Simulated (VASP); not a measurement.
A run of VASP 6.6.1 is set up as follows.

INCAR

```
ALGO = Normal
EDIFF = 1E-6
ENCUT = 520
GGA = PE
ISIF = 2
ISMEAR = -1
LASPH = True
LCHARG = True
LELF = True
LREAL = False
LVHAR = True
LWAVE = False
NBANDS = 32
NELM = 60
PREC = Accurate
SIGMA = 0.1
```

The input KPOINTS:

```
k-points
0
Gamma
  7 7 4
```

The input POSCAR:

```
Lu
1.0
    3.5031000000      0.0000000000      0.0000000000
   -1.7515500000      3.0337700000      0.0000000000
    0.0000000000      0.0000000000      5.5509000000
Lu
2
Direct
    0.3333333333      0.6666666667      0.2500000000
    0.6666666667      0.3333333333      0.7500000000
```

Potentials or basis: VASP PAW PBE potentials, release 64 (Lu).

Command:

```console
$ cat potpaw_PBE.64/Lu/POTCAR > POTCAR
$ mpirun -np 1 vasp_std > vasp.out
```

**Question.** What does it give for the band gap on the k mesh?

**Answer.** Zero (bands 25 and 26 overlap by 1.69 eV).

**Question.** Predict the pressure.

**Answer.** -0.4 GPa.

Stress tensor (GPa, compression positive):
```
-0.05  0.00  0.00
 0.00 -0.05  0.00
 0.00  0.00 -1.14
```

Caveat: spin-orbit coupling is left out, which moves the levels of the heavy elements.
